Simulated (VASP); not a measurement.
# CoPdO2 (R-3m) in VASP: vibrations by perturbation theory with PBE

Aim: the vibrations by perturbation theory of CoPdO2 with PBE.

All numbers are computed with VASP 6.6.1; they aren't measurements. Logs are shortened: lines on timing, memory, paths and dates and some standing lists are left out, and cuts for length are marked.

### Step 1. The cell of the first run

Symmetry: R-3m, No. 166, trigonal system. The conventional cell has a = 2.831 Å, b = 2.831 Å, c = 17.746 Å, α = 90.00°, β = 90.00°, γ = 120.00°. Co (site symmetry -3m) has 6 O at 1.90 Å within 2.5 Å. Pd (site symmetry -3m) has 2 O at 2.00 Å within 2.6 Å. O (site symmetry 3m) has 3 Co at 1.90 Å and 1 Pd at 2.00 Å and 3 O at 2.52 Å within 2.6 Å.

### Step 2. Vibrations by perturbation theory, PBE

Contents of INCAR:

```
PREC     = Accurate       # precision mode
ENCUT    = 520            # plane-wave cutoff, eV
EDIFF    = 1E-8           # SCF threshold, eV
ISMEAR   = 1              # smearing method
SIGMA    = 0.2            # smearing width, eV
LREAL    = False          # projectors in reciprocal space
LASPH    = True           # aspherical terms in the spheres
NELM     = 80             # most SCF steps
ALGO     = Normal         # electronic algorithm
ISIF     = 2              # what is computed and relaxed
LWAVE    = False          # write WAVECAR
LCHARG   = True           # write CHGCAR
GGA      = PE             # functional
IBRION   = 8              # ionic algorithm
NSW      = 1              # ionic steps
```

Contents of KPOINTS:

```
Automatic mesh
0
Gamma
  8 8 8
```

Contents of POSCAR:

```
CoPdO2
1.0
    1.4153000000      0.8171238360      5.9153333333
   -1.4153000000      0.8171238360      5.9153333333
    0.0000000000     -1.6342476720      5.9153333333
Co Pd O
1 1 2
Direct
    0.5000000000      0.5000000000      0.5000000000
    0.0000000000      0.0000000000      0.0000000000
    0.8874637042      0.8874637042      0.8874637042
    0.1125362958      0.1125362958      0.1125362958
```

Potentials or basis: VASP PAW PBE potentials, release 64 (Co, Pd, O).

Started as:

```
$ cat potpaw_PBE.64/Co/POTCAR potpaw_PBE.64/Pd/POTCAR potpaw_PBE.64/O/POTCAR > POTCAR
$ mpirun -np 1 vasp_std > vasp.out
```

OUTCAR:

```text
PREC = Accurate
   ENCUT = 520
   EDIFF = 1E-8
   ISMEAR = 1
   LREAL = False
   LASPH = True
   NELM = 80
   ISIF = 2
   GGA = PE
   IBRION = 8
   NSW = 1

 ion  position               nearest neighbor table
   1  0.500  0.500  0.500-   4 1.90   4 1.90   3 1.90   3 1.90   4 1.90   3 1.90
   2  0.000  0.000  0.000-   3 2.00   4 2.00
   3  0.887  0.887  0.887-   1 1.90   1 1.90   1 1.90   2 2.00
   4  0.113  0.113  0.113-   1 1.90   1 1.90   1 1.90   2 2.00

  LATTYP: Found a trigonal (rhomboedric) cell.
 ALAT       =     6.1369319613
 COS(alpha) =     0.8936287183

  Lattice vectors:

 A1 = (   1.4153000000,   0.8171238360,   5.9153333333)
 A2 = (  -1.4153000000,   0.8171238360,   5.9153333333)
 A3 = (   0.0000000000,  -1.6342476720,   5.9153333333)

Analysis of symmetry for initial positions (statically):
=====================================================================
 Subroutine PRICEL returns:
 Original cell was already a primitive cell.

 Routine SETGRP: Setting up the symmetry group for a
 trigonal (rhombohedral) supercell.

 Subroutine GETGRP returns: Found 12 space group operations
 (whereof 12 operations were pure point group operations)
 out of a pool of 12 trial point group operations.

The static configuration has the point symmetry D_3d.

Analysis of symmetry for dynamics (positions and initial velocities):
=====================================================================
 Subroutine PRICEL returns:
 Original cell was already a primitive cell.

 Routine SETGRP: Setting up the symmetry group for a
 trigonal (rhombohedral) supercell.

 Subroutine GETGRP returns: Found 12 space group operations
 (whereof 12 operations were pure point group operations)
 out of a pool of 12 trial point group operations.

The dynamic configuration has the point symmetry D_3d.

 Subroutine INISYM returns: Found 12 space group operations
 (whereof 12 operations are pure point group operations),
 and found     1 'primitive' translations

----------------------------------------------------------------------------------------

                                     Primitive cell

  volume of cell :      41.0456

  direct lattice vectors                    reciprocal lattice vectors
     1.415300000  0.817123836  5.915333333     0.353281990  0.203967452  0.056350727
    -1.415300000  0.817123836  5.915333333    -0.353281990  0.203967452  0.056350727
     0.000000000 -1.634247672  5.915333333     0.000000000 -0.407934904  0.056350727

  length of vectors
     6.136931961  6.136931961  6.136931961     0.411808560  0.411808560  0.411808560

  position of ions in fractional coordinates (direct lattice)
     0.500000000  0.500000000  0.500000000
     0.000000000  0.000000000  0.000000000
     0.887463704  0.887463704  0.887463704
     0.112536296  0.112536296  0.112536296

  ion indices of the primitive-cell ions
   primitive index   ion index
                 1           1
[... 121 lines left out ...]
  ---------------------------------------------------
  free energy    TOTEN  =       -25.54926694 eV

  energy without entropy =      -25.54215881  energy(sigma->0) =      -25.54689757

 E-fermi :   7.7403     XC(G=0): -12.4891

 val. band max:        7.7148795627   @ k =  -0.3750  -0.3750   0.2500
 cond. band min:       8.0893545352   @ k =   0.5000   0.5000   0.0000
 fundamental gap:      0.3744749725
 Fermi energy:         7.7402869500

 k-point     1 :       0.0000    0.0000    0.0000
  band No.  band energies     occupation
      1     -13.1261      2.00000
      2     -11.2107      2.00000
      3      -0.6987      2.00000
      4       1.7777      2.00000
      5       1.7777      2.00000
      6       2.7984      2.00000
[... 505 lines left out ...]
      6       2.3219      2.00000
[... 11 lines left out ...]
     18       9.5573     -0.00000
     19      11.5472     -0.00000

 [... further k-points ...]

------------------------ aborting loop because EDIFF is reached ----------------------------------------

  FORCE on cell =-STRESS in cart. coord.  units (eV):
  Direction    XX          YY          ZZ          XY          YZ          ZX
  --------------------------------------------------------------------------------------
  -------------------------------------------------------------------------------------
  Total        1.5258710      1.5258710      1.5332979      0.0000000      0.0000000      0.0000000
  in kB       59.5609380     59.5609380     59.8508414      0.0000000      0.0000000      0.0000000
  external PRESSURE =      59.6575725 kB  Pullay stress =       0.0000000 kB

 VOLUME and BASIS-vectors are now :
 -----------------------------------------------------------------------------
  energy-cutoff  :      520.00
  volume of cell :       41.05
      direct lattice vectors                 reciprocal lattice vectors
     1.415300000  0.817123836  5.915333333     0.353281990  0.203967452  0.056350727
    -1.415300000  0.817123836  5.915333333    -0.353281990  0.203967452  0.056350727
     0.000000000 -1.634247672  5.915333333     0.000000000 -0.407934904  0.056350727

 POSITION                                       TOTAL-FORCE (eV/Angst)
 -----------------------------------------------------------------------------------
      0.00000      0.00000      8.87300         0.000000      0.000000      0.000000
      0.00000      0.00000      0.00000        -0.000000      0.000000      0.000000
      0.00000      0.00000     15.74893         0.000000     -0.000000      0.051999
      0.00000      0.00000      1.99707         0.000000     -0.000000     -0.051999
 -----------------------------------------------------------------------------------
    total drift:                               -0.000000     -0.000000     -0.000000

  FREE ENERGIE OF THE ION-ELECTRON SYSTEM (eV)
  ---------------------------------------------------
  free  energy   TOTEN  =       -25.5492669439 eV

  energy  without entropy=      -25.5421588093  energy(sigma->0) =      -25.54689757

[... ionic steps 2 to 9 ...]

--------------------------------------- Ionic step       10  -------------------------------------------

------------------------ aborting loop because EDIFF is reached ----------------------------------------

[... ionic steps 11 to 11 ...]

--------------------------------------- Ionic step       12  -------------------------------------------

 Free energy of the ion-electron system (eV)
  ---------------------------------------------------
  ---------------------------------------------------
  free energy    TOTEN  =        -0.38686876 eV

  energy without entropy =       -0.38687960

------------------------ aborting loop because EDIFF is reached ----------------------------------------

 INTERNAL STRAIN TENSOR  FOR ION    3  DIRECTION 3   (eV/Angst):
 -----------------------------------------------------------------------------
    -8.81722 -0.00000  0.00000
    -0.00000 -8.81722 -0.00000
     0.00000  0.00000  5.65483

 INTERNAL STRAIN TENSOR FOR ION    4 for displacements in x,y,z  (eV/Angst):
          X           Y           Z          XY          YZ          ZX
  --------------------------------------------------------------------------------
  x     0.00000     0.00000     0.00000    -5.87962     0.00000    11.11101
  y    -5.87962     5.87962    -0.00000    -0.00000    10.74122     0.00000
  z     8.81722     8.81722    -5.65483     0.00000     0.00000     0.00000

 SECOND DERIVATIVES (NOT SYMMETRIZED)
 ------------------------------------
               1X          1Y          1Z          2X          2Y          2Z          3X          3Y          3Z          4X          4Y          4Z
  1X   -26.900748    0.000000    0.000000   -1.527397    0.000000   -0.000000   14.214072    0.000000    0.000000   14.214072    0.000000    0.000000
  1Y     0.000000  -26.900748    0.000000    0.000000   -1.527397    0.000000    0.000000   14.214072    0.000000    0.000000   14.214072    0.000000
  1Z     0.000000    0.000000  -26.997070    0.000000   -0.000000    2.333316    0.000000    0.000000   12.331877    0.000000    0.000000   12.331877
  2X    -1.525270    0.000000    0.000000   -5.272496    0.000000    0.000000    3.398883    0.000000    0.000000    3.398883    0.000000    0.000000
  2Y     0.000000   -1.525270    0.000000    0.000000   -5.272496    0.000000    0.000000    3.398883   -0.000000    0.000000    3.398883   -0.000000
  2Z     0.000000    0.000000    2.338199    0.000000    0.000000  -22.093833    0.000000    0.000000    9.877817    0.000000    0.000000    9.877817
  3X    14.216407   -0.000000    0.000000    3.400366    0.000000    0.000000  -15.954851   -0.000000    0.000000   -1.661922    0.000000    0.000000
  3Y    -0.000000   14.216407   -0.000000    0.000000    3.400366    0.000000    0.000000  -15.954851   -0.000000    0.000000   -1.661922   -0.000000
  3Z     0.000000    0.000000   12.341676    0.000000    0.000000    9.883982    0.000000    0.000000  -24.630222    0.000000    0.000000    2.404564
  4X    14.216407   -0.000000    0.000000    3.400366    0.000000    0.000000   -1.661922    0.000000    0.000000  -15.954851   -0.000000    0.000000
  4Y    -0.000000   14.216407   -0.000000    0.000000    3.400366    0.000000    0.000000   -1.661922   -0.000000    0.000000  -15.954851   -0.000000
  4Z     0.000000    0.000000   12.341676    0.000000    0.000000    9.883982    0.000000    0.000000    2.404564    0.000000    0.000000  -24.630222

 Eigenvectors and eigenvalues of the dynamical matrix
 ----------------------------------------------------

   1 f  =   20.478688 THz   128.671393 2PiTHz  683.095510 cm-1    84.693011 meV
             X         Y         Z           dx          dy          dz
      0.000000  0.000000  8.873000     0.000000   -0.000000   -0.400120
      0.000000  0.000000  0.000000     0.000000   -0.000000   -0.193305
      0.000000  0.000000 15.748931    -0.000000    0.000000    0.633458
      0.000000  0.000000  1.997069    -0.000000    0.000000    0.633458
[... 71 lines left out ...]
  12 f/i=    0.002857 THz     0.017951 2PiTHz    0.095298 cm-1     0.011816 meV
             X         Y         Z           dx          dy          dz
      0.000000  0.000000  8.873000    -0.000000   -0.000000    0.546575
      0.000000  0.000000  0.000000    -0.000000   -0.000000    0.734298
      0.000000  0.000000 15.748931    -0.000000   -0.000000    0.284660
      0.000000  0.000000  1.997069    -0.000000   -0.000000    0.284660

--------------------------------------------------------------------------------------------------------

 ELASTIC MODULI CONTR FROM IONIC RELAXATION (kBar)
 Direction    XX          YY          ZZ          XY          YZ          ZX
 --------------------------------------------------------------------------------
 XX        -413.3207    -35.6775    143.9801      0.0000    344.9495     -0.0000
 YY         -35.6775   -413.3207    143.9801     -0.0000   -344.9495      0.0000
 ZZ         143.9801    143.9801    -92.3401     -0.0000      0.0000      0.0000
 XY           0.0000     -0.0000     -0.0000   -188.8216     -0.0000    356.8252
 YZ         344.9495   -344.9495      0.0000     -0.0000   -630.1723      0.0000
 ZX          -0.0000      0.0000      0.0000    356.8252      0.0000   -674.3097
 --------------------------------------------------------------------------------
```

It took 35 min on 1 thread of Intel Xeon Platinum 8488C (Sapphire Rapids), shared host; peak memory 0.82 GiB.

What came out:

| Property | Result |
| --- | --- |
| Highest phonon frequency at Γ, LO-TO splitting left out | 683 cm⁻¹ |

Phonon frequencies in cm⁻¹ (negative: imaginary):
```
              q point                                frequencies
(0.000, 0.000, 0.000)  0 0 0 157 157 304 493 493 642 642 678 683
```

Caveat: the cell stands under pressure or tension, which shifts response properties; the run has no spin polarisation, though such a crystal can be magnetic.
